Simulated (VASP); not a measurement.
Write the native input for VASP 6.6.1 that does the following.

```
Task                   : single point
Functional             : PBE
Potentials or basis    : VASP PAW PBE potentials, release 64 (Li_sv, F)
Cutoff                 : 520 eV
k mesh                 : 12 × 12 × 12
Occupations            : gaussian, width 0.05 eV
Spin                   : no spin polarisation
Dipole correction      : no
Further INCAR settings : ALGO = Normal; EDIFF = 1e-06; NBANDS = 12
```

The structure of LiF lies in POSCAR:

```
LiF
1.0
   -0.2126113725      1.9135023522      1.9135023522
    1.9135023522     -0.2126113725      1.9135023522
    1.9135023522      1.9135023522     -0.2126113725
Li F
1 1
Direct
    0.0000000000      0.0000000000      0.0000000000
    0.5000000000      0.5000000000      0.5000000000
```

This cell differs from its parent crystal: ratio of the length along [111] to the lengths across it x 0.85, volume and fractional coordinates fixed.

These files were run (other wordings do the same):

INCAR

```
PREC = Accurate
ENCUT = 520
EDIFF = 1E-6
ISMEAR = 0
SIGMA = 0.05
LREAL = False
LASPH = True
NELM = 100
ALGO = Normal
ISIF = 2
LWAVE = False
LCHARG = True
GGA = PE
LELF = True
LVHAR = True
NBANDS = 12
```

KPOINTS

```
Automatic mesh
0
Gamma
  12 12 12
```

Potentials or basis: VASP PAW PBE potentials, release 64 (Li_sv, F).

The run is started by

```bash
$ cat potpaw_PBE.64/Li_sv/POTCAR potpaw_PBE.64/F/POTCAR > POTCAR
$ mpirun -np 1 vasp_std > vasp.out
```

Results of the run:

```yaml
Band_gap_on_the_k_mesh: 8.52 eV, direct
```

Wall time 17 s on 1 thread of AMD EPYC 9R45 96-Core Processor (Zen 5), with other jobs on the host, peak memory 0.11 GiB.
